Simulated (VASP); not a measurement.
# Si (P-1) in VASP: single point with PBE

Aim: the single point of Si with PBE.

Everything below comes from runs of VASP 6.6.1. Logs are shortened: lines on timing, memory, paths and dates and some standing lists are left out, and cuts for length are marked.

## Step 1: The cell of the first run

The typed cell holds 6 atoms: a = 3.599 Å, b = 4.324 Å, c = 5.383 Å, α = 70.41°, β = 78.95°, γ = 86.47°.

The cell was built from a structure type or drawn by symmetry, and may not be a known phase.

## Step 2: Single point, PBE

Contents of INCAR:

```
SYSTEM = Si
PREC = Accurate
ENCUT = 520
EDIFF = 1E-6
ISMEAR = 0
SIGMA = 0.1
LREAL = .FALSE.
LASPH = .TRUE.
NELM = 60
ALGO = Normal
ISIF = 2
LWAVE = .FALSE.
LCHARG = .FALSE.
GGA = PE
NBANDS = 21
```

Contents of KPOINTS:

```
regular mesh
0
G
  6 4 4
  0 0 0
```

Contents of POSCAR:

```
Si
1.0
    3.5994257400      0.0000000000      0.0000000000
    0.2665342300      4.3153478300      0.0000000000
    1.0316373600      1.7447695700      4.9869916200
Si
6
Direct
    0.8716260200      0.9803190200      0.7543720000
    0.1283739800      0.0196809800      0.2456280000
    0.2805090000      0.2817679900      0.8184990300
    0.7935289700      0.5222669800      0.6717619900
    0.2064710300      0.4777330200      0.3282380100
    0.7194910000      0.7182320100      0.1815009700
```

Potentials or basis: VASP PAW PBE potentials, release 64 (Si).

Command:

```bash
> cat potpaw_PBE.64/Si/POTCAR > POTCAR
> mpirun -np 1 vasp_std > vasp.out
```

OUTCAR:

```text
SYSTEM = Si
   PREC = Accurate
   ENCUT = 520
   EDIFF = 1E-6
   ISMEAR = 0
   LREAL = .FALSE.
   LASPH = .TRUE.
   NELM = 60
   ISIF = 2
   GGA = PE

 ion  position               nearest neighbor table
   1  0.872  0.980  0.754-   3 2.17   6 2.17   4 2.21   4 2.24   3 2.45   2 2.67   5 2.70   2 3.02

   2  0.128  0.020  0.246-   6 2.17   3 2.17   5 2.21   5 2.24   6 2.45   1 2.67   4 2.70   1 3.02

   3  0.281  0.282  0.818-   4 2.06   4 2.13   1 2.17   2 2.17   1 2.45   5 2.55   5 3.09   6 3.12
                             6 3.13
   4  0.794  0.522  0.672-   3 2.06   3 2.13   5 2.19   1 2.21   1 2.24   6 2.55   2 2.70   6 3.09
                             5 3.12
   5  0.206  0.478  0.328-   6 2.06   6 2.13   4 2.19   2 2.21   2 2.24   3 2.55   1 2.70   3 3.09
                             4 3.12
   6  0.719  0.718  0.182-   5 2.06   5 2.13   2 2.17   1 2.17   2 2.45   4 2.55   4 3.09   3 3.12
                             3 3.13

  LATTYP: Found a triclinic cell.
 ALAT       =     3.5994257400
 B/A-ratio  =     2.7064853433
 C/A-ratio  =     1.6320208072
 COS(alpha) =     0.0011311424
 COS(beta)  =     0.4371196398
 COS(gamma) =     0.8175039854

  Lattice vectors:

 A1 = (   3.5994257400,   0.0000000000,   0.0000000000)
 A2 = (   7.9639546100,  -2.5705782600,   4.9869916200)
 A3 = (   2.5677883800,  -1.7447695700,  -4.9869916200)

Analysis of symmetry for initial positions (statically):
=====================================================================
 Subroutine PRICEL returns:
 Original cell was already a primitive cell.

 Routine SETGRP: Setting up the symmetry group for a
 triclinic supercell.

 Subroutine GETGRP returns: Found  2 space group operations
 (whereof  2 operations were pure point group operations)
 out of a pool of  2 trial point group operations.

The static configuration has the point symmetry S_2 .

Analysis of symmetry for dynamics (positions and initial velocities):
=====================================================================
 Subroutine PRICEL returns:
 Original cell was already a primitive cell.

 Routine SETGRP: Setting up the symmetry group for a
 triclinic supercell.

 Subroutine GETGRP returns: Found  2 space group operations
 (whereof  2 operations were pure point group operations)
 out of a pool of  2 trial point group operations.

The dynamic configuration has the point symmetry S_2 .

 Subroutine INISYM returns: Found  2 space group operations
 (whereof  2 operations are pure point group operations),
 and found     1 'primitive' translations

----------------------------------------------------------------------------------------

                                     Primitive cell

  volume of cell :      77.4618

  direct lattice vectors                    reciprocal lattice vectors
     3.599425740  0.000000000  0.000000000     0.277822095 -0.017159474 -0.051468369
     0.266534230  4.315347830  0.000000000     0.000000000  0.231731031 -0.081074379
     1.031637360  1.744769570  4.986991620     0.000000000  0.000000000  0.200521692

  length of vectors
     3.599425740  4.323571138  5.383175820     0.283069880  0.245504227  0.200521692

  position of ions in fractional coordinates (direct lattice)
     0.871626020  0.980319020  0.754372000
     0.128373980  0.019680980  0.245628000
     0.280509000  0.281767990  0.818499030
     0.793528970  0.522266980  0.671761990
     0.206471030  0.477733020  0.328238010
     0.719491000  0.718232010  0.181500970

  ion indices of the primitive-cell ions
   primitive index   ion index
                 1           1
                 2           2
                 3           3
                 4           4
                 5           5
                 6           6

----------------------------------------------------------------------------------------

 KPOINTS: regular mesh

Automatic generation of k-mesh.
 Grid dimensions read from file:
 generate k-points for:    6    4    4

 Generating k-lattice:

  Cartesian coordinates                     Fractional coordinates (reciprocal lattice)
     0.046303683 -0.002859912 -0.008578061     0.166666667  0.000000000  0.000000000
     0.000000000  0.057932758 -0.020268595     0.000000000  0.250000000 -0.000000000
     0.000000000  0.000000000  0.050130423     0.000000000  0.000000000  0.250000000

  Length of vectors
     0.047178313  0.061376057  0.050130423

  Shift w.r.t. Gamma in fractional coordinates (k-lattice)
     0.000000000  0.000000000  0.000000000

 Subroutine IBZKPT returns following result:
 ===========================================

 Found     52 irreducible k-points:

 Following reciprocal coordinates:
            Coordinates               Weight
  0.000000  0.000000  0.000000      1.000000
  0.166667  0.000000  0.000000      2.000000
  0.333333 -0.000000  0.000000      2.000000
  0.500000 -0.000000  0.000000      1.000000
  0.000000  0.250000 -0.000000      2.000000
  0.166667  0.250000 -0.000000      2.000000
[... 16 lines left out ...]
  0.333333  0.250000  0.250000      2.000000
  0.500000  0.250000  0.250000      2.000000
 [... further k-points ...]
   k-points           NKPTS =     52   k-points in BZ     NKDIM =     52   number of bands    NBANDS=     21
   number of dos      NEDOS =    301   number of ions     NIONS =      6
   total plane-waves  NPLWV =  35840
   dimension x,y,z NGX =    28 NGY =   32 NGZ =   40
   dimension x,y,z NGXF=    56 NGYF=   64 NGZF=   80
   ions per type =               6
   NGX,Y,Z   is equivalent  to a cutoff of  12.93, 12.30, 12.35 a.u.
   NGXF,Y,Z  is equivalent  to a cutoff of  25.86, 24.61, 24.71 a.u.
 SYSTEM =  Si
   PREC   = accura    normal or accurate (medium, high low for compatibility)
   ISTART =      0    job   : 0-new  1-cont  2-samecut
   ICHARG =      2    charge: 1-file 2-atom 10-const
   ISPIN  =      1    spin polarized calculation?
   LNONCOLLINEAR =      F non collinear calculations
   LSORBIT =      F    spin-orbit coupling
   LASPH  =      T    aspherical Exc in radial PAW
   ENCUT  =  520.0 eV  38.22 Ry    6.18 a.u.   6.69  8.04 10.01*2*pi/ulx,y,z
   NELM   =     60;   NELMIN=  2; NELMDL= -5     # of ELM steps
   EDIFF  = 0.1E-05   stopping-criterion for ELM
   LREAL  =      F    real-space projection
   EDIFFG = 0.1E-04   stopping-criterion for IOM
   NSW    =      0    number of steps for IOM
   IBRION =     -1    ionic relax: 0-MD 1-quasi-New 2-CG
   NFREE  =      0    steps in history (QN), initial steepest desc. (CG)
   ISIF   =      2    stress and relaxation
   ISYM   =      2    0-nonsym 1-usesym 2-fastsym
   POTIM  = 0.5000    time-step for ionic-motion
   TEBEG  =    0.0;   TEEND  =   0.0 temperature during run
   PSTRESS=    0.0 pullay stress
   NELECT =      24.0000    total number of electrons
   NUPDOWN=      -1.0000    fix difference up-down
   EMIN   =  10.00;   EMAX   =-10.00  energy-range for DOS
   EFERMI =   0.00;   METHOD = LEGACY
   ISMEAR =     0;   SIGMA  =   0.10  broadening in eV -4-tet -1-fermi 0-gaus
   EFERMI_NEDOS =   21; number of points for ismear=-14 and -15
   IALGO  =     38    algorithm
   IMIX   =      4    mixing-type and parameters
     AMIX     =   0.40;   BMIX     =  1.00
     AMIX_MAG =   1.60;   BMIX_MAG =  1.00
  volume/ion in A,a.u.               =      12.91        87.12
  Fermi-wavevector in a.u.,A,eV,Ry     =   1.107769  2.093381 16.696430  1.227153
  Thomas-Fermi vector in A             =   2.244288
   LORBIT       =      0    0 simple, 1 ext, 2 COOP (PROOUT), +10 PAW based schemes
   GGA     = PE    functional components
   LHFCALC =     F    Hartree Fock is set to
   AEXX    =    0.0000 exact exchange contribution
   IVDW    =     0    specifies the selected vdW correction
   LEPSILON=     F    determine dielectric tensor
   LRPA    =     F    only Hartree local field effects (RPA)
 non-spin polarized calculation
 Gauss-broadening in eV      SIGMA  =   0.10
  energy-cutoff  :      520.00
  volume of cell :       77.46
 maximum number of plane-waves:      2112
   NGX = 13   NGY = 17   NGZ = 19

 number of electron      23.9999999 magnetization

 Free energy of the ion-electron system (eV)
  ---------------------------------------------------
  ext. energy  EPLUGINS =         0.00000000
  ---------------------------------------------------
  free energy    TOTEN  =       -24.24254714 eV

  energy without entropy =      -24.23130041  energy(sigma->0) =      -24.23692378

 E-fermi :  11.2934     XC(G=0): -11.3641

 val. band max:       11.2783122039   @ k =  -0.1667   0.2500   0.2500
 cond. band min:      11.3205978574   @ k =   0.5000  -0.2500   0.2500
 fundamental gap:      0.0422856535
 Fermi energy:        11.2933784292

 k-point     1 :       0.0000    0.0000    0.0000
  band No.  band energies     occupation
      1      -4.8046      2.00000
      2      -0.3240      2.00000
      3       1.4311      2.00000
      4       3.9211      2.00000
      5       4.6178      2.00000
      6       4.9534      2.00000
[... 13 lines left out ...]
     20      16.6839      0.00000
     21      17.3835      0.00000

 k-point     2 :       0.1667    0.0000    0.0000
  band No.  band energies     occupation
      1      -4.5118      2.00000
      2      -0.1432      2.00000
      3       1.7514      2.00000
      4       2.8356      2.00000
      5       4.5382      2.00000
      6       4.9518      2.00000
[... 13 lines left out ...]
     20      17.7304      0.00000
     21      17.9265      0.00000

 k-point     3 :       0.3333   -0.0000    0.0000
  band No.  band energies     occupation
      1      -3.6785      2.00000
      2       0.0014      2.00000
      3       0.9732      2.00000
      4       2.5935      2.00000
      5       3.8306      2.00000
      6       4.9163      2.00000
[... 13 lines left out ...]
     20      17.8078      0.00000
     21      18.5633      0.00000
[... 457 lines left out ...]
 k-point    23 :       0.3333    0.2500    0.2500
  band No.  band energies     occupation
      1      -3.3647      2.00000
      2       0.6426      2.00000
      3       1.1011      2.00000
      4       1.8119      2.00000
      5       2.5024      2.00000
      6       3.9430      2.00000
[... 13 lines left out ...]
     20      17.0735      0.00000
     21      18.8179      0.00000

 k-point    24 :       0.5000    0.2500    0.2500
  band No.  band energies     occupation
      1      -2.4227      2.00000
      2      -0.6478      2.00000
      3       1.1739      2.00000
      4       1.9983      2.00000
      5       2.7945      2.00000
      6       3.6590      2.00000
[... 13 lines left out ...]
     20      18.2573      0.00000
     21      19.2672      0.00000

 [... further k-points ...]

------------------------ aborting loop because EDIFF is reached ----------------------------------------

  FORCE on cell =-STRESS in cart. coord.  units (eV):
  Direction    XX          YY          ZZ          XY          YZ          ZX
  --------------------------------------------------------------------------------------
  -------------------------------------------------------------------------------------
  Total       35.4925154     30.6191816     25.4547760      6.0201215     -4.1202601     -2.2994450
  in kB      734.1075622    633.3102225    526.4925109    124.5168640    -85.2211820    -47.5604497
  external PRESSURE =     631.3034319 kB  Pullay stress =       0.0000000 kB

 VOLUME and BASIS-vectors are now :
 -----------------------------------------------------------------------------
  energy-cutoff  :      520.00
  volume of cell :       77.46
      direct lattice vectors                 reciprocal lattice vectors
     3.599425740  0.000000000  0.000000000     0.277822095 -0.017159474 -0.051468369
     0.266534230  4.315347830  0.000000000     0.000000000  0.231731031 -0.081074379
     1.031637360  1.744769570  4.986991620     0.000000000  0.000000000  0.200521692

 POSITION                                       TOTAL-FORCE (eV/Angst)
 -----------------------------------------------------------------------------------
      4.17688      5.54662      3.76205        -0.655140     -2.097829     -2.024459
      0.72072      0.51349      1.22494         0.655140      2.097829      2.024459
      1.92917      2.64402      4.08185         0.533048     -0.688408      1.033437
      3.68847      3.42583      3.35007        -0.453377      3.536739     -0.967093
      1.20913      2.63428      1.63692         0.453377     -3.536739      0.967093
      2.96843      3.41610      0.90514        -0.533048      0.688408     -1.033437
 -----------------------------------------------------------------------------------
    total drift:                               -0.000000      0.000000     -0.000000

  FREE ENERGIE OF THE ION-ELECTRON SYSTEM (eV)
  ---------------------------------------------------
  free  energy   TOTEN  =       -24.2425471430 eV

  energy  without entropy=      -24.2313004143  energy(sigma->0) =      -24.23692378
```

Run time: 35 s. Hardware: 1 thread of Intel Xeon 6975P-C (Granite Rapids), shared host; peak memory 0.2 GiB.

What came out:

* Free energy: -24.2425 eV
* Pressure: 63.1 GPa
* Largest force: 3.695 eV/Å
* Band gap on the k mesh: zero (bands 12 and 13 overlap by 2.50 eV)

Forces on the atoms (eV/Å):
```
Si  -0.655 -2.098 -2.024
Si   0.655  2.098  2.024
Si   0.533 -0.688  1.033
Si  -0.453  3.537 -0.967
Si   0.453 -3.537  0.967
Si  -0.533  0.688 -1.033
```

Caveat: the k points lie up to 0.39 Å⁻¹ apart, too coarse for converged energies and pressures of a metal; forces of over 1 eV/Å act on the atoms, so gaps and moduli don't describe the material at rest.
